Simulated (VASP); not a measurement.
# Br (P6/mmm) in VASP: a series of runs

Runs on Br. Level: PBE. Tasks: single point, relaxation of cell and atoms.

Everything below comes from runs of VASP 6.6.1. Logs are shortened: lines on timing, memory, paths and dates and some standing lists are left out, and cuts for length are marked.

## 1. The cell of the first run

The structure is hexagonal, space group P6/mmm (No. 191). Conventional cell: a = 4.335 Å, b = 4.335 Å, c = 4.190 Å, α = 90.00°, β = 90.00°, γ = 120.00°. Within 3.3 Å of Br (site symmetry -6m2) lie 3 Br at 2.50 Å.

The cell was generated, and may not be a known phase.

## 2. Single point, PBE

File INCAR:

```
SYSTEM = Br
  PREC = Accurate
  ENCUT = 520
  EDIFF = 1E-6
  ISMEAR = 0
  SIGMA = 0.1
  LREAL = .FALSE.
  LASPH = .TRUE.
  NELM = 60
  ALGO = Normal
  ISIF = 2
  LWAVE = .FALSE.
  LCHARG = .TRUE.
  GGA = PE
  LELF = .TRUE.
  LVHAR = .TRUE.
  NBANDS = 14
```

File KPOINTS:

```
regular mesh
0
G
  6 6 4
  0 0 0
```

File POSCAR:

```
Br
1.0
    4.3353071800      0.0000000000      0.0000000000
   -2.1676535900      3.7544861500      0.0000000000
    0.0000000000      0.0000000000      4.1902252600
Br
2
Direct
    0.6666666700      0.3333333300      0.0000000000
    0.3333333300      0.6666666700      0.0000000000
```

Potentials or basis: VASP PAW PBE potentials, release 64 (Br).

Launch:

```bash
> cat potpaw_PBE.64/Br/POTCAR > POTCAR
> mpirun -np 1 vasp_std > vasp.out
```

OUTCAR:

```text
SYSTEM = Br
   PREC = Accurate
   ENCUT = 520
   EDIFF = 1E-6
   ISMEAR = 0
   LREAL = .FALSE.
   LASPH = .TRUE.
   NELM = 60
   ISIF = 2
   GGA = PE

 ion  position               nearest neighbor table
   1  0.667  0.333  0.000-   2 2.50   2 2.50   2 2.50
   2  0.333  0.667  0.000-   1 2.50   1 2.50   1 2.50

  LATTYP: Found a hexagonal cell.
 ALAT       =     4.3353071800
 C/A-ratio  =     0.9665348004

  Lattice vectors:

 A1 = (   4.3353071800,   0.0000000000,   0.0000000000)
 A2 = (  -2.1676535900,   3.7544861500,   0.0000000000)
 A3 = (   0.0000000000,   0.0000000000,   4.1902252600)

Analysis of symmetry for initial positions (statically):
=====================================================================
 Subroutine PRICEL returns:
 Original cell was already a primitive cell.

 Routine SETGRP: Setting up the symmetry group for a
 hexagonal supercell.

 Subroutine GETGRP returns: Found 24 space group operations
 (whereof 24 operations were pure point group operations)
 out of a pool of 24 trial point group operations.

The static configuration has the point symmetry D_6h.

Analysis of symmetry for dynamics (positions and initial velocities):
=====================================================================
 Subroutine PRICEL returns:
 Original cell was already a primitive cell.

 Routine SETGRP: Setting up the symmetry group for a
 hexagonal supercell.

 Subroutine GETGRP returns: Found 24 space group operations
 (whereof 24 operations were pure point group operations)
 out of a pool of 24 trial point group operations.

The dynamic configuration has the point symmetry D_6h.

 Subroutine INISYM returns: Found 24 space group operations
 (whereof 24 operations are pure point group operations),
 and found     1 'primitive' translations

----------------------------------------------------------------------------------------

                                     Primitive cell

  volume of cell :      68.2037

  direct lattice vectors                    reciprocal lattice vectors
     4.335307180  0.000000000  0.000000000     0.230664163  0.133174016  0.000000000
    -2.167653590  3.754486150  0.000000000     0.000000000  0.266348033  0.000000000
     0.000000000  0.000000000  4.190225260     0.000000000  0.000000000  0.238650654

  length of vectors
     4.335307180  4.335307179  4.190225260     0.266348033  0.266348033  0.238650654

  position of ions in fractional coordinates (direct lattice)
     0.666666670  0.333333330  0.000000000
     0.333333330  0.666666670  0.000000000

  ion indices of the primitive-cell ions
   primitive index   ion index
                 1           1
                 2           2

----------------------------------------------------------------------------------------

 KPOINTS: regular mesh

Automatic generation of k-mesh.
 Grid dimensions read from file:
 generate k-points for:    6    6    4

 Generating k-lattice:

  Cartesian coordinates                     Fractional coordinates (reciprocal lattice)
     0.038444027  0.022195669  0.000000000     0.166666667  0.000000000  0.000000000
     0.000000000  0.044391339  0.000000000     0.000000000  0.166666667  0.000000000
     0.000000000  0.000000000  0.059662664     0.000000000  0.000000000  0.250000000

  Length of vectors
     0.044391339  0.044391339  0.059662664

  Shift w.r.t. Gamma in fractional coordinates (k-lattice)
     0.000000000  0.000000000  0.000000000

 Subroutine IBZKPT returns following result:
 ===========================================

 Found     21 irreducible k-points:

 Following reciprocal coordinates:
            Coordinates               Weight
  0.000000  0.000000  0.000000      1.000000
  0.166667 -0.000000  0.000000      6.000000
  0.333333  0.000000  0.000000      6.000000
  0.500000 -0.000000  0.000000      3.000000
  0.166667  0.166667  0.000000      6.000000
  0.333333  0.166667  0.000000     12.000000
[... 13 lines left out ...]
  0.333333  0.166667  0.500000     12.000000
  0.333333  0.333333  0.500000      2.000000
   k-points           NKPTS =     21   k-points in BZ     NKDIM =     21   number of bands    NBANDS=     14
   number of dos      NEDOS =    301   number of ions     NIONS =      2
   total plane-waves  NPLWV =  32768
   dimension x,y,z NGX =    32 NGY =   32 NGZ =   32
   dimension x,y,z NGXF=    64 NGYF=   64 NGZF=   64
   ions per type =               2
   NGX,Y,Z   is equivalent  to a cutoff of  12.27, 12.27, 12.70 a.u.
   NGXF,Y,Z  is equivalent  to a cutoff of  24.54, 24.54, 25.39 a.u.
 SYSTEM =  Br
   PREC   = accura    normal or accurate (medium, high low for compatibility)
   ISTART =      0    job   : 0-new  1-cont  2-samecut
   ICHARG =      2    charge: 1-file 2-atom 10-const
   ISPIN  =      1    spin polarized calculation?
   LNONCOLLINEAR =      F non collinear calculations
   LSORBIT =      F    spin-orbit coupling
   LASPH  =      T    aspherical Exc in radial PAW
   ENCUT  =  520.0 eV  38.22 Ry    6.18 a.u.   8.06  8.06  7.79*2*pi/ulx,y,z
   NELM   =     60;   NELMIN=  2; NELMDL= -5     # of ELM steps
   EDIFF  = 0.1E-05   stopping-criterion for ELM
   LREAL  =      F    real-space projection
   EDIFFG = 0.1E-04   stopping-criterion for IOM
   NSW    =      0    number of steps for IOM
   IBRION =     -1    ionic relax: 0-MD 1-quasi-New 2-CG
   NFREE  =      0    steps in history (QN), initial steepest desc. (CG)
   ISIF   =      2    stress and relaxation
   ISYM   =      2    0-nonsym 1-usesym 2-fastsym
   POTIM  = 0.5000    time-step for ionic-motion
   TEBEG  =    0.0;   TEEND  =   0.0 temperature during run
   PSTRESS=    0.0 pullay stress
   NELECT =      14.0000    total number of electrons
   NUPDOWN=      -1.0000    fix difference up-down
   EMIN   =  10.00;   EMAX   =-10.00  energy-range for DOS
   EFERMI =   0.00;   METHOD = LEGACY
   ISMEAR =     0;   SIGMA  =   0.10  broadening in eV -4-tet -1-fermi 0-gaus
   EFERMI_NEDOS =   21; number of points for ismear=-14 and -15
   IALGO  =     38    algorithm
   IMIX   =      4    mixing-type and parameters
     AMIX     =   0.40;   BMIX     =  1.00
     AMIX_MAG =   1.60;   BMIX_MAG =  1.00
  volume/ion in A,a.u.               =      34.10       230.13
  Fermi-wavevector in a.u.,A,eV,Ry     =   0.965713  1.824934 12.688826  0.932602
  Thomas-Fermi vector in A             =   2.095453
   LORBIT       =      0    0 simple, 1 ext, 2 COOP (PROOUT), +10 PAW based schemes
   GGA     = PE    functional components
   LHFCALC =     F    Hartree Fock is set to
   AEXX    =    0.0000 exact exchange contribution
   IVDW    =     0    specifies the selected vdW correction
   LEPSILON=     F    determine dielectric tensor
   LRPA    =     F    only Hartree local field effects (RPA)
 non-spin polarized calculation
 Gauss-broadening in eV      SIGMA  =   0.10
  energy-cutoff  :      520.00
  volume of cell :       68.20
 maximum number of plane-waves:      1854
   NGX = 17   NGY = 17   NGZ = 15

 number of electron      14.0000003 magnetization

 Free energy of the ion-electron system (eV)
  ---------------------------------------------------
  ext. energy  EPLUGINS =         0.00000000
  ---------------------------------------------------
  free energy    TOTEN  =        -1.68611360 eV

  energy without entropy =       -1.67513600  energy(sigma->0) =       -1.68062480

 E-fermi :   0.7418     XC(G=0):  -7.5316

 val. band max:        0.7320642669   @ k =   0.0000   0.0000   0.0000
 cond. band min:       0.7605918057   @ k =   0.1667  -0.0000   0.2500
 fundamental gap:      0.0285275388
 Fermi energy:         0.7418067259

 k-point     1 :       0.0000    0.0000    0.0000
  band No.  band energies     occupation
      1     -16.7029      2.00000
      2     -11.7855      2.00000
      3      -4.8743      2.00000
      4      -4.8743      2.00000
      5      -3.1203      2.00000
      6       0.1400      2.00000
      7       0.1400      2.00000
      8       0.7321      1.10959
      9       4.7681      0.00000
     10       8.2356      0.00000
     11      11.4366      0.00000
     12      11.4366      0.00000
     13      13.6177      0.00000
     14      14.5206      0.00000

 k-point     2 :       0.1667   -0.0000    0.0000
  band No.  band energies     occupation
      1     -16.5122      2.00000
      2     -12.3130      2.00000
      3      -5.0929      2.00000
      4      -4.3948      2.00000
      5      -2.9461      2.00000
      6       0.1195      2.00000
      7       0.4072      2.00000
      8       0.7178      1.26580
      9       5.1369      0.00000
     10       8.9234      0.00000
     11      11.0346      0.00000
     12      11.3679      0.00000
     13      11.9015      0.00000
     14      13.0108      0.00000

 k-point     3 :       0.3333    0.0000    0.0000
  band No.  band energies     occupation
      1     -15.9880      2.00000
      2     -13.3904      2.00000
      3      -5.4528      2.00000
      4      -3.7132      2.00000
      5      -2.4739      2.00000
      6      -0.3426      2.00000
      7       0.5654      1.98738
      8       1.9599      0.00000
      9       5.9918      0.00000
     10       8.6033      0.00000
     11      10.3420      0.00000
     12      10.4800      0.00000
     13      10.7630      0.00000
     14      11.5541      0.00000
[... 273 lines left out ...]
 k-point    20 :       0.3333    0.1667    0.5000
  band No.  band energies     occupation
      1     -15.4734      2.00000
      2     -14.0170      2.00000
      3      -5.8281      2.00000
      4      -2.9292      2.00000
      5      -2.6555      2.00000
      6      -1.6055      2.00000
      7       0.2399      2.00000
      8       3.1928      0.00000
      9       6.3673      0.00000
     10       7.7621      0.00000
     11       9.4561      0.00000
     12      11.0382      0.00000
     13      12.3029      0.00000
     14      14.3268      0.00000

 k-point    21 :       0.3333    0.3333    0.5000
  band No.  band energies     occupation
      1     -14.7952      2.00000
      2     -14.7952      2.00000
      3      -6.1104      2.00000
      4      -2.2939      2.00000
      5      -2.2939      2.00000
      6      -1.0619      2.00000
      7      -1.0619      2.00000
      8       3.9078      0.00000
      9       5.8612      0.00000
     10       6.8660      0.00000
     11      10.8197      0.00000
     12      10.8197      0.00000
     13      13.8104      0.00000
     14      13.8107      0.00000

------------------------ aborting loop because EDIFF is reached ----------------------------------------

  FORCE on cell =-STRESS in cart. coord.  units (eV):
  Direction    XX          YY          ZZ          XY          YZ          ZX
  --------------------------------------------------------------------------------------
  -------------------------------------------------------------------------------------
  Total        8.2527956      8.2527956      0.1979525      0.0000000      0.0000000      0.0000000
  in kB      193.8670131    193.8670130      4.6501170      0.0000000      0.0000000      0.0000000
  external PRESSURE =     130.7947144 kB  Pullay stress =       0.0000000 kB

 VOLUME and BASIS-vectors are now :
 -----------------------------------------------------------------------------
  energy-cutoff  :      520.00
  volume of cell :       68.20
      direct lattice vectors                 reciprocal lattice vectors
     4.335307180  0.000000000  0.000000000     0.230664163  0.133174016  0.000000000
    -2.167653590  3.754486150  0.000000000     0.000000000  0.266348033  0.000000000
     0.000000000  0.000000000  4.190225260     0.000000000  0.000000000  0.238650654

 POSITION                                       TOTAL-FORCE (eV/Angst)
 -----------------------------------------------------------------------------------
      2.16765      1.25150      0.00000        -0.000000     -0.000000      0.000000
     -0.00000      2.50299      0.00000         0.000000      0.000000      0.000000
 -----------------------------------------------------------------------------------
    total drift:                               -0.000000      0.000000      0.000000

  FREE ENERGIE OF THE ION-ELECTRON SYSTEM (eV)
  ---------------------------------------------------
  free  energy   TOTEN  =        -1.6861136037 eV

  energy  without entropy=       -1.6751359955  energy(sigma->0) =       -1.68062480
```

Wall time 6.5 s (1 thread of Intel Xeon 6975P-C (Granite Rapids), shared host); peak memory 0.16 GiB.

What came out:

- Free energy: -1.6861 eV
- Pressure: 13.1 GPa
- Band gap on the k mesh: zero (bands 7 and 8 overlap by 0.96 eV)

Caveat: the k points lie up to 0.37 Å⁻¹ apart, too coarse for converged energies and pressures of a metal; this functional lacks dispersion, which binds layers or chains, so the pressure and a relaxed spacing across them are unreliable.

## 3. Single point, PBE

This run uses another cell than the first one, of 46.25 Å³/atom.

File INCAR:

```
PREC = Accurate
ENCUT = 520
EDIFF = 1E-6
ISMEAR = 0
SIGMA = 0.1
LREAL = F
LASPH = T
NELM = 100
ALGO = Normal
ISIF = 2
LWAVE = F
LCHARG = F
GGA = PE
NBANDS = 14
```

File KPOINTS:

```
Automatic mesh
0
Gamma
  6 6 4
```

File POSCAR:

```
Br
1.0
    4.8993868218      0.0000000000      0.0000000000
   -2.4496934109      4.2429934506      0.0000000000
    0.0000000000      0.0000000000      4.4501466130
Br
2
Direct
    0.6666666667      0.3333333333      0.0000000000
    0.3333333333      0.6666666667      0.0000000000
```

Potentials or basis: VASP PAW PBE potentials, release 64 (Br).

Launch:

```bash
> cat potpaw_PBE.64/Br/POTCAR > POTCAR
> mpirun -np 1 vasp_std > vasp.out
```

It took 8.8 s on 1 thread of Intel Xeon 6975P-C (Granite Rapids), shared host; peak memory 0.19 GiB.

It converged, with:

```yaml
Free_energy: -2.5856 eV
Pressure: 0.1 GPa
Band_gap_on_the_k_mesh: zero (bands 7 and 8 overlap by 0.03 eV)
```

Levels at points of the mesh, in eV from the Fermi level:
```csv
k point,band 5,band 6,band 7,band 8,band 9,band 10
"(0.00, 0.00, 0.00)",-2.09,-0.09,-0.09,0.02,5.14,8.30
"(0.50, 0.00, 0.00)",-1.47,-0.79,-0.15,1.13,6.94,7.28
"(0.00, 0.00, 0.50)",-2.78,-0.34,-0.03,-0.03,7.74,8.40
"(0.50, 0.00, 0.50)",-2.06,-1.30,-0.10,1.16,7.21,8.15
```

Caveat: this functional lacks dispersion, which binds layers or chains, so the pressure and a relaxed spacing across them are unreliable.

(Part 1 of 2 ends here.)

The gap in the log of VASP goes by the Fermi energy; the results here count the filled bands.